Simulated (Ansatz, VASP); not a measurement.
Cu in VASP and in Ansatz

File INCAR:

```
PREC = Accurate ; ENCUT = 520
EDIFF = 1E-7 ; ISMEAR = 0
SIGMA = 0.15 ; LREAL = F
LASPH = T ; NELM = 60
ALGO = Normal ; ISIF = 2
LWAVE = F ; LCHARG = F
GGA = PE ; NBANDS = 12
```

File KPOINTS:

```
Automatic mesh
0
Gamma
  22 22 22
```

Contents of POSCAR:

```
Cu
1.0
    0.0000000000      1.8075000000      1.8075000000
    1.7713500000      0.0000000000      1.8075000000
    1.7713500000      1.8075000000      0.0000000000
Cu
1
Direct
    0.0000000000      0.0000000000      0.0000000000
```

Input for Ansatz:

```yaml
crystal:
  lattice:
    - [0.0, 1.8075, 1.8075]
    - [1.77135, 0.0, 1.8075]
    - [1.77135, 1.8075, 0.0]
  atoms:
    - { symbol: Cu, position: [0.0, 0.0, 0.0] }
basis:
  ecutwfc: 420
kpoints:
  mp_grid: { grid: [22, 22, 22] }
hamiltonian:
  xc: pbe
scf:
  occupations: { method: gaussian, width: 0.15 }
output:
  forces: true
  stress: true
  eigenvalues: true
```

Change from the starting cell: strain -0.0200 x Voigt [1, 0, 0, 0, 0, 0], atoms carried along.

Alike in both runs: task single point; functional PBE; k mesh 22 × 22 × 22; occupations gaussian, width 0.15 eV; no spin polarisation.

```csv
,VASP,Ansatz
version,VASP 6.6.1,Ansatz 0.2.0
potentials or method,"VASP PAW PBE potentials, release 64 (Cu), cutoff 520 eV","scalar-relativistic, plane waves, PAW"
valence electrons in the cell,11,19
```

VASP gave:

```
gap on the k mesh at the Fermi level (eV)                     : none
pressure (GPa)                                                : 5.5
traceless stress, the component that is largest in VASP (GPa) : 0.79
```

What did Ansatz give for the same quantities?

gap on the k mesh at the Fermi level (eV): none; pressure (GPa): 5.0; traceless stress, the component that is largest in VASP (GPa): 0.79.

A gap of «none» marks a metal or a gap that the smearing closes. With one functional, cell and mesh, what is left measures potentials, basis and numerics. VASP's potentials hold 11 valence electrons a cell and Ansatz's 19, so a difference there can come from the potentials and not from the codes.
